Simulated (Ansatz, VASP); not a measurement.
# CdHg2Se3: VASP beside Ansatz

```xyz
12
Lattice="3.6994 -2.3626 0.0103 3.6746 7.0483 0.0093 -0.9645 0.0015 9.9958" Properties=species:S:1:pos:R:3 pbc="T T T"
Cd    3.7003    0.6414    0.0190
Cd    3.6951    5.3322    0.0202
Hg    0.3730    0.6908    6.7095
Hg    4.0804    3.0381    6.7187
Hg    2.3410   -1.7026    3.3049
Hg    2.3130    3.0071    3.3114
Se    3.2148   -0.0506    4.9943
Se    3.2012    4.6545    5.0003
Se    1.6156    1.3621    1.5398
Se    5.3119    3.6927    1.5522
Se    1.1039   -0.9644    8.4549
Se    4.7968    1.3722    8.4617
```

Change from the starting cell: cell x2, atoms moved at random (sigma 0.15 Å) and cell strained at random (1.5 %), then relaxed without symmetry.

Alike in both runs: functional PBE; k mesh 4 × 2 × 2; occupations gaussian, width 0.1 eV; no spin polarisation.

Ansatz relaxed the structure, and its values are those at the end. VASP's run is a single point on that final structure, the one shown.

|  | VASP | Ansatz |
| --- | --- | --- |
| version | VASP 6.6.1 | Ansatz 0.2.0 |
| potentials or method | VASP PAW PBE potentials, release 64 (Cd, Hg, Se), cutoff 520 eV | scalar-relativistic, plane waves, PAW |
| valence electrons in the cell | 108 | 216 |

Ansatz gave:

* gap on the k mesh at the Fermi level (eV): 0.94
* least direct gap on the mesh (eV): 0.98
* pressure (GPa): 0.0
* rms of the force components (eV/Å): 0.010

Q: Which values does VASP return?

A: gap on the k mesh at the Fermi level (eV): 0.94; least direct gap on the mesh (eV): 0.97; pressure (GPa): 0.3; rms of the force components (eV/Å): 0.025.

The functional is the same, so the differences come from potentials, cutoffs and numerics. VASP's potentials hold 108 valence electrons a cell and Ansatz's 216, so a difference there can come from the potentials and not from the codes.

Neither program's run includes spin-orbit coupling.
